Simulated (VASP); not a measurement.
# KTaO3 (P4/mmm) in VASP: notebook

Runs on KTaO3. Level: PBEsol. Tasks: single point.

All numbers are computed with VASP 6.6.1; they aren't measurements. Logs are shortened: lines on timing, memory, paths and dates and some standing lists are left out, and cuts for length are marked.

### 1 The cell of the first run

Symmetry: P4/mmm, No. 123, tetragonal system. Conventional cell: a = 3.985 Å, b = 3.985 Å, c = 3.388 Å, α = 90.00°, β = 90.00°, γ = 90.00°. Within 3.4 Å of K (site symmetry 4/mmm) lie 12 O at 2.62 to 2.82 Å and 8 Ta at 3.29 Å and 2 K at 3.39 Å. Ta (site symmetry 4/mmm) has 6 O at 1.69 to 1.99 Å within 2.3 Å. O (site symmetry 4/mmm) has 2 Ta at 1.69 Å within 2.3 Å. O (site symmetry mmm) has 2 Ta at 1.99 Å within 2.6 Å.

### 2 Single point, PBEsol (normal strain along x -0.1500, normal strain along z +0.0000)

Contents of INCAR:

```
SYSTEM = KTaO3
PREC = Accurate
ENCUT = 520
EDIFF = 1E-7
ISMEAR = 0
SIGMA = 0.05
LREAL = .FALSE.
LASPH = .TRUE.
NELM = 80
ALGO = Normal
ISIF = 2
LWAVE = .FALSE.
LCHARG = .TRUE.
GGA = PS
LELF = .TRUE.
LVHAR = .TRUE.
NBANDS = 27
```

Contents of KPOINTS:

```
Automatic mesh
0
G
  8 8 8
  0 0 0
```

Contents of POSCAR:

```
KTaO3
1.0
    3.3875543774      0.0000000000      0.0000000000
    0.0000000000      3.9853580911      0.0000000000
    0.0000000000      0.0000000000      3.9853580911
K Ta O
1 1 3
Direct
    0.5000000000      0.5000000000      0.5000000000
    0.0000000000      0.0000000000      0.0000000000
    0.5000000000      0.0000000000      0.0000000000
    0.0000000000      0.5000000000      0.0000000000
    0.0000000000      0.0000000000      0.5000000000
```

Potentials or basis: VASP PAW PBE potentials, release 64 (K_sv, Ta_pv, O).

On the command line:

```console
$ cat potpaw_PBE.64/K_sv/POTCAR potpaw_PBE.64/Ta_pv/POTCAR potpaw_PBE.64/O/POTCAR > POTCAR
$ mpirun -np 1 vasp_std > vasp.out
```

OUTCAR:

```text
SYSTEM = KTaO3
   PREC = Accurate
   ENCUT = 520
   EDIFF = 1E-7
   ISMEAR = 0
   LREAL = .FALSE.
   LASPH = .TRUE.
   NELM = 80
   ISIF = 2
   GGA = PS

 ion  position               nearest neighbor table
   1  0.500  0.500  0.500-   4 2.62   5 2.62   4 2.62   5 2.62   4 2.62   5 2.62   4 2.62   5 2.62
                             3 2.82   3 2.82   3 2.82   3 2.82   2 3.29   2 3.29   2 3.29   2 3.29
   2  0.000  0.000  0.000-   3 1.69   3 1.69   5 1.99   5 1.99   4 1.99   4 1.99   1 3.29   1 3.29
                             1 3.29   1 3.29   1 3.29   1 3.29   1 3.29   1 3.29
   3  0.500  0.000  0.000-   2 1.69   2 1.69   1 2.82   1 2.82   1 2.82   1 2.82
   4  0.000  0.500  0.000-   2 1.99   2 1.99   1 2.62   1 2.62   1 2.62   1 2.62
   5  0.000  0.000  0.500-   2 1.99   2 1.99   1 2.62   1 2.62   1 2.62   1 2.62

  LATTYP: Found a simple tetragonal cell.
 ALAT       =     3.9853580911
 C/A-ratio  =     0.8500000000

  Lattice vectors:

 A1 = (   0.0000000000,   3.9853580911,   0.0000000000)
 A2 = (   0.0000000000,   0.0000000000,   3.9853580911)
 A3 = (   3.3875543774,   0.0000000000,   0.0000000000)

Analysis of symmetry for initial positions (statically):
=====================================================================
 Subroutine PRICEL returns:
 Original cell was already a primitive cell.

 Routine SETGRP: Setting up the symmetry group for a
 simple tetragonal supercell.

 Subroutine GETGRP returns: Found 16 space group operations
 (whereof 16 operations were pure point group operations)
 out of a pool of 16 trial point group operations.

The static configuration has the point symmetry D_4h.

Analysis of symmetry for dynamics (positions and initial velocities):
=====================================================================
 Subroutine PRICEL returns:
 Original cell was already a primitive cell.

 Routine SETGRP: Setting up the symmetry group for a
 simple tetragonal supercell.

 Subroutine GETGRP returns: Found 16 space group operations
 (whereof 16 operations were pure point group operations)
 out of a pool of 16 trial point group operations.

The dynamic configuration has the point symmetry D_4h.

 Subroutine INISYM returns: Found 16 space group operations
 (whereof 16 operations are pure point group operations),
 and found     1 'primitive' translations

----------------------------------------------------------------------------------------

                                     Primitive cell

  volume of cell :      53.8048

  direct lattice vectors                    reciprocal lattice vectors
     3.387554377  0.000000000  0.000000000     0.295198213  0.000000000  0.000000000
     0.000000000  3.985358091  0.000000000     0.000000000  0.250918481  0.000000000
     0.000000000  0.000000000  3.985358091     0.000000000  0.000000000  0.250918481

  length of vectors
     3.387554377  3.985358091  3.985358091     0.295198213  0.250918481  0.250918481

  position of ions in fractional coordinates (direct lattice)
     0.500000000  0.500000000  0.500000000
     0.000000000  0.000000000  0.000000000
     0.500000000  0.000000000  0.000000000
     0.000000000  0.500000000  0.000000000
     0.000000000  0.000000000  0.500000000

  ion indices of the primitive-cell ions
   primitive index   ion index
                 1           1
                 2           2
                 3           3
                 4           4
                 5           5

----------------------------------------------------------------------------------------

 KPOINTS: Automatic mesh

Automatic generation of k-mesh.
 Grid dimensions read from file:
 generate k-points for:    8    8    8

 Generating k-lattice:

  Cartesian coordinates                     Fractional coordinates (reciprocal lattice)
     0.036899777  0.000000000  0.000000000     0.125000000  0.000000000  0.000000000
     0.000000000  0.031364810  0.000000000     0.000000000  0.125000000  0.000000000
     0.000000000  0.000000000  0.031364810     0.000000000  0.000000000  0.125000000

  Length of vectors
     0.036899777  0.031364810  0.031364810

  Shift w.r.t. Gamma in fractional coordinates (k-lattice)
     0.000000000  0.000000000  0.000000000

 Subroutine IBZKPT returns following result:
 ===========================================

 Found     75 irreducible k-points:

 Following reciprocal coordinates:
            Coordinates               Weight
  0.000000  0.000000  0.000000      1.000000
  0.125000  0.000000  0.000000      2.000000
  0.250000  0.000000  0.000000      2.000000
  0.375000  0.000000  0.000000      2.000000
  0.500000  0.000000  0.000000      1.000000
  0.000000  0.125000  0.000000      4.000000
[... 16 lines left out ...]
  0.250000  0.500000  0.000000      4.000000
  0.375000  0.500000  0.000000      4.000000
 [... further k-points ...]
   k-points           NKPTS =     75   k-points in BZ     NKDIM =     75   number of bands    NBANDS=     27
   number of dos      NEDOS =    301   number of ions     NIONS =      5
   total plane-waves  NPLWV =  25200
   dimension x,y,z NGX =    28 NGY =   30 NGZ =   30
   dimension x,y,z NGXF=    56 NGYF=   60 NGZF=   60
   ions per type =               1   1   3
   NGX,Y,Z   is equivalent  to a cutoff of  13.74, 12.51, 12.51 a.u.
   NGXF,Y,Z  is equivalent  to a cutoff of  27.48, 25.03, 25.03 a.u.
 SYSTEM =  KTaO3
   PREC   = accura    normal or accurate (medium, high low for compatibility)
   ISTART =      0    job   : 0-new  1-cont  2-samecut
   ICHARG =      2    charge: 1-file 2-atom 10-const
   ISPIN  =      1    spin polarized calculation?
   LNONCOLLINEAR =      F non collinear calculations
   LSORBIT =      F    spin-orbit coupling
   LASPH  =      T    aspherical Exc in radial PAW
   ENCUT  =  520.0 eV  38.22 Ry    6.18 a.u.   6.30  7.41  7.41*2*pi/ulx,y,z
   NELM   =     80;   NELMIN=  2; NELMDL= -5     # of ELM steps
   EDIFF  = 0.1E-06   stopping-criterion for ELM
   LREAL  =      F    real-space projection
   EDIFFG = 0.1E-05   stopping-criterion for IOM
   NSW    =      0    number of steps for IOM
   IBRION =     -1    ionic relax: 0-MD 1-quasi-New 2-CG
   NFREE  =      0    steps in history (QN), initial steepest desc. (CG)
   ISIF   =      2    stress and relaxation
   ISYM   =      2    0-nonsym 1-usesym 2-fastsym
   POTIM  = 0.5000    time-step for ionic-motion
   TEBEG  =    0.0;   TEEND  =   0.0 temperature during run
   PSTRESS=    0.0 pullay stress
   NELECT =      38.0000    total number of electrons
   NUPDOWN=      -1.0000    fix difference up-down
   EMIN   =  10.00;   EMAX   =-10.00  energy-range for DOS
   EFERMI =   0.00;   METHOD = LEGACY
   ISMEAR =     0;   SIGMA  =   0.05  broadening in eV -4-tet -1-fermi 0-gaus
   EFERMI_NEDOS =   21; number of points for ismear=-14 and -15
   IALGO  =     38    algorithm
   IMIX   =      4    mixing-type and parameters
     AMIX     =   0.40;   BMIX     =  1.00
     AMIX_MAG =   1.60;   BMIX_MAG =  1.00
  volume/ion in A,a.u.               =      10.76        72.62
  Fermi-wavevector in a.u.,A,eV,Ry     =   1.457904  2.755040 28.918981  2.125485
  Thomas-Fermi vector in A             =   2.574651
   LORBIT       =      0    0 simple, 1 ext, 2 COOP (PROOUT), +10 PAW based schemes
   GGA     = PS    functional components
   LHFCALC =     F    Hartree Fock is set to
   AEXX    =    0.0000 exact exchange contribution
   IVDW    =     0    specifies the selected vdW correction
   LEPSILON=     F    determine dielectric tensor
   LRPA    =     F    only Hartree local field effects (RPA)
 non-spin polarized calculation
 Gauss-broadening in eV      SIGMA  =   0.05
  energy-cutoff  :      520.00
  volume of cell :       53.80
 maximum number of plane-waves:      1485
 NGX is ok and might be reduce to    28
   NGX = 13   NGY = 15   NGZ = 15

 number of electron      37.9999987 magnetization

 Free energy of the ion-electron system (eV)
  ---------------------------------------------------
  ext. energy  EPLUGINS =         0.00000000
  ---------------------------------------------------
  free energy    TOTEN  =       -39.22574794 eV

  energy without entropy =      -39.22574794  energy(sigma->0) =      -39.22574794

 E-fermi :   3.4831     XC(G=0): -12.0211

 val. band max:        3.2730445643   @ k =   0.0000   0.0000   0.0000
 cond. band min:       4.9518601820   @ k =   0.0000   0.0000   0.0000
 fundamental gap:      1.6788156176
 Fermi energy:         3.4831483467

 k-point     1 :       0.0000    0.0000    0.0000
  band No.  band energies     occupation
      1     -31.2013      2.00000
      2     -30.3390      2.00000
      3     -30.3390      2.00000
      4     -24.1156      2.00000
      5     -16.6558      2.00000
      6     -14.1470      2.00000
[... 19 lines left out ...]
     26      11.4705      0.00000
     27      13.6899      0.00000

 k-point     2 :       0.1250    0.0000    0.0000
  band No.  band energies     occupation
      1     -31.2970      2.00000
      2     -30.3337      2.00000
      3     -30.3337      2.00000
      4     -24.0952      2.00000
      5     -16.1999      2.00000
      6     -14.1819      2.00000
[... 19 lines left out ...]
     26      11.8351      0.00000
     27      14.2323      0.00000

 k-point     3 :       0.2500    0.0000    0.0000
  band No.  band energies     occupation
      1     -31.5173      2.00000
      2     -30.3206      2.00000
      3     -30.3206      2.00000
      4     -24.0466      2.00000
      5     -14.9859      2.00000
      6     -14.2360      2.00000
[... 19 lines left out ...]
     26      12.7105      0.00000
     27      13.7612      0.00000

 k-point     4 :       0.3750    0.0000    0.0000
  band No.  band energies     occupation
      1     -31.7240      2.00000
      2     -30.3075      2.00000
      3     -30.3075      2.00000
      4     -23.9983      2.00000
      5     -14.4392      2.00000
      6     -13.6836      2.00000
[... 19 lines left out ...]
     26      13.1753      0.00000
     27      13.5889      0.00000
[... 516 lines left out ...]
      4     -24.0424      2.00000
      5     -16.2395      2.00000
      6     -14.1268      2.00000
[... 19 lines left out ...]
     26      13.7583      0.00000
     27      14.2348      0.00000

 k-point    23 :       0.2500    0.5000    0.0000
  band No.  band energies     occupation
      1     -31.5121      2.00000
      2     -30.4267      2.00000
      3     -30.3164      2.00000
      4     -24.0115      2.00000
      5     -15.0073      2.00000
      6     -14.0157      2.00000
[... 19 lines left out ...]
     26      13.9627      0.00000
     27      14.1361      0.00000

 k-point    24 :       0.3750    0.5000    0.0000
  band No.  band energies     occupation
      1     -31.7178      2.00000
      2     -30.4116      2.00000
      3     -30.3035      2.00000
      4     -23.9802      2.00000
      5     -14.0279      2.00000
      6     -13.2767      2.00000
[... 19 lines left out ...]
     26      14.3570      0.00000
     27      15.0405      0.00000

 [... further k-points ...]
[... 5 lines left out ...]
  --------------------------------------------------------------------------------------
  -------------------------------------------------------------------------------------
  Total       53.9031466      6.0272605      6.0272605      0.0000000      0.0000000     -0.0000000
  in kB     1605.1060293    179.4773163    179.4773163      0.0000000      0.0000000     -0.0000000
  external PRESSURE =     654.6868873 kB  Pullay stress =       0.0000000 kB

 VOLUME and BASIS-vectors are now :
 -----------------------------------------------------------------------------
  energy-cutoff  :      520.00
  volume of cell :       53.80
      direct lattice vectors                 reciprocal lattice vectors
     3.387554377  0.000000000  0.000000000     0.295198213  0.000000000  0.000000000
     0.000000000  3.985358091  0.000000000     0.000000000  0.250918481  0.000000000
     0.000000000  0.000000000  3.985358091     0.000000000  0.000000000  0.250918481

 POSITION                                       TOTAL-FORCE (eV/Angst)
 -----------------------------------------------------------------------------------
      1.69378      1.99268      1.99268         0.000000      0.000000      0.000000
      0.00000      0.00000      0.00000         0.000000      0.000000      0.000000
      1.69378      0.00000      0.00000         0.000000      0.000000      0.000000
      0.00000      1.99268      0.00000         0.000000      0.000000      0.000000
      0.00000      0.00000      1.99268         0.000000      0.000000      0.000000
 -----------------------------------------------------------------------------------
    total drift:                                0.000000      0.000000     -0.000000

  FREE ENERGIE OF THE ION-ELECTRON SYSTEM (eV)
  ---------------------------------------------------
  free  energy   TOTEN  =       -39.2257479370 eV

  energy  without entropy=      -39.2257479370  energy(sigma->0) =      -39.22574794
```

Wall time 76 s (1 thread of Intel Xeon 6975P-C, shared host); peak memory 0.24 GiB.

Results:

```
Free energy            : -39.2257 eV
Pressure               : 65.5 GPa
Band gap on the k mesh : 1.68 eV, direct
```

Stress tensor (GPa, compression positive):
```
160.51   0.00   0.00
  0.00  17.95   0.00
  0.00   0.00  17.95
```

Caveat: the cell differs from its parent crystal (normal strain along x -0.1500, normal strain along z +0.0000); the PAW data sets were made with another functional, which shifts forces and pressure a little; spin-orbit coupling is left out, which moves the levels of the heavy elements.

[end of part 1 of 2]
